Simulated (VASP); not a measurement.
# Si (a cell with a defect) in VASP: relaxation of the atoms with LDA

Aim: the relaxation of the atoms of Si (a cell with a defect) with LDA.

Everything below comes from runs of VASP 6.6.1. Logs are shortened: lines on timing, memory, paths and dates and some standing lists are left out, and cuts for length are marked.

## (1) The cell of the first run

The cell holds a defect, 17 atoms: a = 7.679 Å, b = 7.679 Å, c = 7.679 Å, α = 60.00°, β = 60.00°, γ = 60.00°.

## (2) Relaxation of the atoms, LDA

File INCAR:

```
PREC     = Accurate       # precision mode
ENCUT    = 520            # plane-wave cutoff, eV
EDIFF    = 1E-7           # SCF threshold, eV
ISMEAR   = 0              # smearing method
SIGMA    = 0.05           # smearing width, eV
LREAL    = Auto         
LASPH    = T              # aspherical terms in the spheres
NELM     = 80             # most SCF steps
ALGO     = Normal         # electronic algorithm
ISIF     = 2              # what is computed and relaxed
LWAVE    = F              # write WAVECAR
LCHARG   = F              # write CHGCAR
GGA      = CA             # functional
IBRION   = 2              # ionic algorithm
NSW      = 80             # ionic steps
EDIFFG   = -0.03          # ionic threshold
```

File KPOINTS:

```
regular mesh
0
Gamma
  2 2 2
```

File POSCAR:

```
Si
1.0
    0.0000000000      5.4300000000      5.4300000000
    5.4300000000      0.0000000000      5.4300000000
    5.4300000000      5.4300000000      0.0000000000
Si
17
Direct
    0.0000000000      0.0000000000      0.0000000000
    0.1250000000      0.1250000000      0.1250000000
    0.0000000000      0.0000000000      0.5000000000
    0.1250000000      0.1250000000      0.6250000000
    0.0000000000      0.5000000000      0.0000000000
    0.1250000000      0.6250000000      0.1250000000
    0.0000000000      0.5000000000      0.5000000000
    0.1250000000      0.6250000000      0.6250000000
    0.5000000000      0.0000000000      0.0000000000
    0.6250000000      0.1250000000      0.1250000000
    0.5000000000      0.0000000000      0.5000000000
    0.6250000000      0.1250000000      0.6250000000
    0.5000000000      0.5000000000      0.0000000000
    0.6250000000      0.6250000000      0.1250000000
    0.5000000000      0.5000000000      0.5000000000
    0.6250000000      0.6250000000      0.6250000000
    1.2461612600      0.2521448000      0.2480103900
```

Potentials or basis: VASP PAW LDA potentials, release 64 (Si).

Run with:

```bash
> cat potpaw_LDA.64/Si/POTCAR > POTCAR
> mpirun -np 1 vasp_std > vasp.out
```

OUTCAR:

```text
PREC = Accurate
   ENCUT = 520
   EDIFF = 1E-7
   ISMEAR = 0
   LREAL = Auto
   LASPH = T
   NELM = 80
   ISIF = 2
   GGA = CA
   IBRION = 2
   NSW = 80
   EDIFFG = -0.03

 ion  position               nearest neighbor table
   1  0.000  0.000  0.000-   2 2.35   4 2.35   6 2.35  10 2.35
   2  0.125  0.125  0.125-  17 2.33   3 2.35   5 2.35   9 2.35   1 2.35
   3  0.000  0.000  0.500-   2 2.35   4 2.35   8 2.35  12 2.35  17 2.71
   4  0.125  0.125  0.625-   1 2.35   3 2.35   7 2.35  11 2.35  17 2.36
   5  0.000  0.500  0.000-   2 2.35   6 2.35   8 2.35  14 2.35  17 2.68
   6  0.125  0.625  0.125-  17 2.34   5 2.35   7 2.35  13 2.35   1 2.35
   7  0.000  0.500  0.500-   4 2.35   6 2.35   8 2.35  16 2.35  17 2.71
   8  0.125  0.625  0.625-   3 2.35   5 2.35   7 2.35  15 2.35
   9  0.500  0.000  0.000-   2 2.35  10 2.35  12 2.35  14 2.35  17 2.72
  10  0.625  0.125  0.125-   1 2.35   9 2.35  11 2.35  13 2.35  17 2.38
  11  0.500  0.000  0.500-   4 2.35  10 2.35  12 2.35  16 2.35  17 2.75
  12  0.625  0.125  0.625-   3 2.35   9 2.35  11 2.35  15 2.35
  13  0.500  0.500  0.000-   6 2.35  10 2.35  14 2.35  16 2.35  17 2.72
  14  0.625  0.625  0.125-   5 2.35   9 2.35  13 2.35  15 2.35
  15  0.500  0.500  0.500-   8 2.35  12 2.35  14 2.35  16 2.35
  16  0.625  0.625  0.625-   7 2.35  11 2.35  13 2.35  15 2.35
  17  0.246  0.252  0.248-   2 2.33   6 2.34   4 2.36  10 2.38   5 2.68   3 2.71   7 2.71   9 2.72
                            13 2.72  11 2.75

  LATTYP: Found a face centered cubic cell.
 ALAT       =    10.8600000000

  Lattice vectors:

 A1 = (   0.0000000000,   5.4300000000,   5.4300000000)
 A2 = (   5.4300000000,   0.0000000000,   5.4300000000)
 A3 = (   5.4300000000,   5.4300000000,   0.0000000000)

Analysis of symmetry for initial positions (statically):
=====================================================================
 Subroutine PRICEL returns:
 Original cell was already a primitive cell.

 Routine SETGRP: Setting up the symmetry group for a
 face centered cubic supercell.

 Subroutine GETGRP returns: Found  1 space group operations
 (whereof  1 operations were pure point group operations)
 out of a pool of 48 trial point group operations.

The static configuration has the point symmetry C_1 .

Analysis of symmetry for dynamics (positions and initial velocities):
=====================================================================
 Subroutine PRICEL returns:
 Original cell was already a primitive cell.

 Routine SETGRP: Setting up the symmetry group for a
 face centered cubic supercell.

 Subroutine GETGRP returns: Found  1 space group operations
 (whereof  1 operations were pure point group operations)
 out of a pool of 48 trial point group operations.

The dynamic configuration has the point symmetry C_1 .

 Subroutine INISYM returns: Found  1 space group operations
 (whereof  1 operations are pure point group operations),
 and found     1 'primitive' translations
[... 104 lines left out ...]
   LSORBIT =      F    spin-orbit coupling
   LASPH  =      T    aspherical Exc in radial PAW
   ENCUT  =  520.0 eV  38.22 Ry    6.18 a.u.  14.28 14.28 14.28*2*pi/ulx,y,z
   NELM   =     80;   NELMIN=  2; NELMDL= -5     # of ELM steps
   EDIFF  = 0.1E-06   stopping-criterion for ELM
   LREAL  =      T    real-space projection
   EDIFFG = -.3E-01   stopping-criterion for IOM
   NSW    =     80    number of steps for IOM
   IBRION =      2    ionic relax: 0-MD 1-quasi-New 2-CG
   NFREE  =      1    steps in history (QN), initial steepest desc. (CG)
   ISIF   =      2    stress and relaxation
   ISYM   =      2    0-nonsym 1-usesym 2-fastsym
   POTIM  = 0.5000    time-step for ionic-motion
   TEBEG  =    0.0;   TEEND  =   0.0 temperature during run
   PSTRESS=    0.0 pullay stress
   NELECT =      68.0000    total number of electrons
   NUPDOWN=      -1.0000    fix difference up-down
   EMIN   =  10.00;   EMAX   =-10.00  energy-range for DOS
   EFERMI =   0.00;   METHOD = LEGACY
   ISMEAR =     0;   SIGMA  =   0.05  broadening in eV -4-tet -1-fermi 0-gaus
   EFERMI_NEDOS =   21; number of points for ismear=-14 and -15
   IALGO  =     38    algorithm
   IMIX   =      4    mixing-type and parameters
     AMIX     =   0.40;   BMIX     =  1.00
     AMIX_MAG =   1.60;   BMIX_MAG =  1.00
  volume/ion in A,a.u.               =      18.84       127.11
  Fermi-wavevector in a.u.,A,eV,Ry     =   0.976715  1.845724 12.979587  0.953973
  Thomas-Fermi vector in A             =   2.107356
   LORBIT       =      0    0 simple, 1 ext, 2 COOP (PROOUT), +10 PAW based schemes
   GGA     = CA    functional components
   LHFCALC =     F    Hartree Fock is set to
   AEXX    =    0.0000 exact exchange contribution
   IVDW    =     0    specifies the selected vdW correction
   LEPSILON=     F    determine dielectric tensor
   LRPA    =     F    only Hartree local field effects (RPA)
 conjugate gradient relaxation of ions
 non-spin polarized calculation
 Gauss-broadening in eV      SIGMA  =   0.05
  energy-cutoff  :      520.00
  volume of cell :      320.21
 maximum number of plane-waves:      8646
 NGX is ok and might be reduce to    60
   NGX = 29   NGY = 29   NGZ = 29

--------------------------------------- Ionic step        1  -------------------------------------------

 number of electron      68.0000004 magnetization

 Free energy of the ion-electron system (eV)
  ---------------------------------------------------
  ext. energy  EPLUGINS =         0.00000000
  ---------------------------------------------------
  free energy    TOTEN  =       -97.45093337 eV

  energy without entropy =      -97.44129235  energy(sigma->0) =      -97.44611286

------------------------ aborting loop because EDIFF is reached ----------------------------------------

  FORCE on cell =-STRESS in cart. coord.  units (eV):
  Direction    XX          YY          ZZ          XY          YZ          ZX
  --------------------------------------------------------------------------------------
  -------------------------------------------------------------------------------------
  Total        4.3859132      4.3943715      4.3878651      0.1108732     -0.0056304      0.3814825
  in kB       21.9452800     21.9876018     21.9550466      0.5547632     -0.0281723      1.9087793
  external PRESSURE =      21.9626428 kB  Pullay stress =       0.0000000 kB
[... 242 lines left out ...]
--------------------------------------- Ionic step        6  -------------------------------------------

 number of electron      68.0000001 magnetization

 Free energy of the ion-electron system (eV)
  ---------------------------------------------------
  ext. energy  EPLUGINS =         0.00000000
  ---------------------------------------------------
  free energy    TOTEN  =       -97.55812498 eV

  energy without entropy =      -97.54711834  energy(sigma->0) =      -97.55262166

 E-fermi :   6.7891     XC(G=0):  -9.8492

 val. band max:        6.5719357648   @ k =   0.0000   0.0000   0.0000
 cond. band min:       6.8075209951   @ k =   0.0000   0.5000   0.5000
 fundamental gap:      0.2355852303
 Fermi energy:         6.7891368632

 k-point     1 :       0.0000    0.0000    0.0000
  band No.  band energies     occupation
      1      -6.3633      2.00000
      2      -3.8193      2.00000
      3      -3.6718      2.00000
      4      -3.6708      2.00000
      5      -3.6701      2.00000
      6      -2.8442      2.00000
[... 401 lines left out ...]
  FREE ENERGIE OF THE ION-ELECTRON SYSTEM (eV)
  ---------------------------------------------------
  free  energy   TOTEN  =       -97.5581249843 eV

  energy  without entropy=      -97.5471183411  energy(sigma->0) =      -97.55262166

 reached required accuracy - stopping structural energy minimisation
```

OSZICAR:

```text
N       E                     dE             d eps       ncg     rms          rms(c)
DAV:   1     0.181725271345E+03    0.18173E+03   -0.26786E+04   688   0.131E+03
DAV:   2    -0.810670650248E+02   -0.26279E+03   -0.25210E+03   822   0.189E+02
DAV:   3    -0.992558108539E+02   -0.18189E+02   -0.17813E+02   880   0.438E+01
[... 48 lines left out ...]
DAV:   1    -0.975580825913E+02   -0.30880E-03   -0.10230E-02   706   0.393E-01    0.606E-02
DAV:   2    -0.975581355915E+02   -0.53000E-04   -0.74470E-04   832   0.109E-01    0.188E-02
DAV:   3    -0.975581265763E+02    0.90152E-05   -0.28087E-05   800   0.227E-02    0.106E-02
DAV:   4    -0.975581249684E+02    0.16079E-05   -0.95515E-06   800   0.106E-02    0.364E-03
DAV:   5    -0.975581249843E+02   -0.15924E-07   -0.88136E-07   800   0.377E-03
   6 F= -.97558125E+02 E0= -.97552622E+02  d E =-.351194E-03
```

CONTCAR:

```text
Si
   1.00000000000000
     0.0000000000000000    5.4299999999999997    5.4299999999999997
     5.4299999999999997    0.0000000000000000    5.4299999999999997
     5.4299999999999997    5.4299999999999997    0.0000000000000000
  Si
    17
Direct
     0.9990896013294199    0.0005075644110980    0.9995260375369818
     0.1228014475051972    0.1227099367649080    0.1227679026941243
     0.9968886780195020    0.9969405986559462    0.5030231019351493
     0.1232630620361424    0.1231736771551104    0.6304012900947941
     0.9968440329048548    0.5031371604214737    0.9968586783335642
     0.1229287276305513    0.6313665318307925    0.1228988621236000
[... 9 lines left out ...]
     0.6244894498844082    0.6246217056584115    0.6245333904290086
     0.2486489895486987    0.2507476275826143    0.2493215017870461

  0.00000000E+00  0.00000000E+00  0.00000000E+00
  0.00000000E+00  0.00000000E+00  0.00000000E+00
  0.00000000E+00  0.00000000E+00  0.00000000E+00
  0.00000000E+00  0.00000000E+00  0.00000000E+00
  0.00000000E+00  0.00000000E+00  0.00000000E+00
  0.00000000E+00  0.00000000E+00  0.00000000E+00
[... 9 lines left out ...]
  0.00000000E+00  0.00000000E+00  0.00000000E+00
  0.00000000E+00  0.00000000E+00  0.00000000E+00
```

Run time: 13 min. Hardware: 1 thread of Oxide Virtual Turin-like, shared host; peak memory 0.35 GiB.

What came out:

```yaml
Free_energy: -97.5581 eV
Energy_gained_by_relaxing: 6.3 meV/atom
Ionic_steps: 6
Pressure_after_relaxing: 1.7 GPa
Largest_force_after_relaxing: 0.018 eV/Å
Band_gap_on_the_k_mesh: zero (bands 34 and 35 overlap by 0.24 eV)
```

Forces in eV/Å, atoms in the order of the input:
```
Si   0.000  0.005  0.002
Si   0.003 -0.004  0.001
Si  -0.006 -0.003  0.000
Si   0.004 -0.003 -0.005
Si  -0.002  0.002 -0.001
Si  -0.001 -0.005 -0.004
Si   0.000 -0.002  0.005
Si   0.003  0.000 -0.002
Si   0.000 -0.006 -0.007
Si  -0.004 -0.001  0.003
Si   0.002  0.000 -0.001
Si   0.001  0.002  0.002
Si   0.006 -0.004  0.000
Si  -0.002  0.001  0.003
Si   0.000  0.001  0.000
Si  -0.002  0.001 -0.001
Si  -0.001  0.017  0.006
```

Step by step:
| step | energy change (eV) | largest force (eV/Å) | pressure (GPa) |
| --- | --- | --- | --- |
| 1 | 0.0000 | 0.8918 | 2.20 |
| 2 | -0.1028 | 0.1342 | 1.78 |
| 3 | -0.1045 | 0.1263 | 1.72 |
| 4 | -0.1067 | 0.0444 | 1.73 |
| 5 | -0.1068 | 0.0576 | 1.73 |
| 6 | -0.1072 | 0.0178 | 1.74 |

Final structure:
```
Si
1.0
     0.00000    5.43000    5.43000
     5.43000    0.00000    5.43000
     5.43000    5.43000    0.00000
Si
17
Direct
  0.99909 0.00051 0.99953
  0.12280 0.12271 0.12277
  0.99689 0.99694 0.50302
  0.12326 0.12317 0.63040
  0.99684 0.50314 0.99686
  0.12293 0.63137 0.12290
  0.99690 0.50310 0.50303
  0.12650 0.62452 0.62443
  0.50298 0.99696 0.99693
  0.62998 0.12333 0.12338
  0.50297 0.99701 0.50300
  0.62447 0.12638 0.62451
  0.50298 0.50310 0.99694
  0.62441 0.62455 0.12646
  0.50003 0.49998 0.50001
  0.62449 0.62462 0.62453
  0.24865 0.25075 0.24932
```

Caveat: the k points lie up to 0.50 Å⁻¹ apart.
